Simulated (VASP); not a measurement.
Input of a VASP 6.6.1 run:

File INCAR:

```
SYSTEM = MgO
ALGO = Normal
EDIFF = 1E-6
ENCUT = 600
GGA = PE
GGA_COMPAT = .False.
ISIF = 2
ISMEAR = 0
LASPH = .True.
LCHARG = .True.
LELF = .True.
LREAL = .False.
LVHAR = .True.
LWAVE = .False.
NBANDS = 11
NELM = 120
PREC = Accurate
SIGMA = 0.01
```

Contents of KPOINTS:

```
k-points
0
Gamma
  8 8 8
  0 0 0
```

Contents of POSCAR:

```
MgO
1.0
    0.0000000000      2.1362466030      2.1362466030
    2.1362466030      0.0000000000      2.1362466030
    2.1362466030      2.1362466030      0.0000000000
Mg O
1 1
Direct
    0.0000000000      0.0000000000      0.0000000000
    0.5000000000      0.5000000000      0.5000000000
```

Potentials or basis: VASP PAW PBE potentials, release 64 (Mg, O).

Run with:

```sh
$ cat potpaw_PBE.64/Mg/POTCAR potpaw_PBE.64/O/POTCAR > POTCAR
$ mpirun -np 1 vasp_std > vasp.out
```

What does it give for the pressure?

-2.9 GPa.

Estimate the band gap on the k mesh.

4.32 eV, direct.

**Experimental background.**

From “Electronic structure of alkaline earth and post-transition metal oxides”, 2009, arxiv:0908.1581, for a bulk crystal of MgO: band gap 7.83 eV.

Measured gap of MgO: 7.83 eV (quoted in “Electronic structure of alkaline earth and post-transition metal oxides”, 2009, arxiv:0908.1581). This calculation gives 4.32 eV (-3.51 eV). The value is that of PBE, without temperature or zero-point motion. Semilocal functionals fall short of measured gaps as a rule.
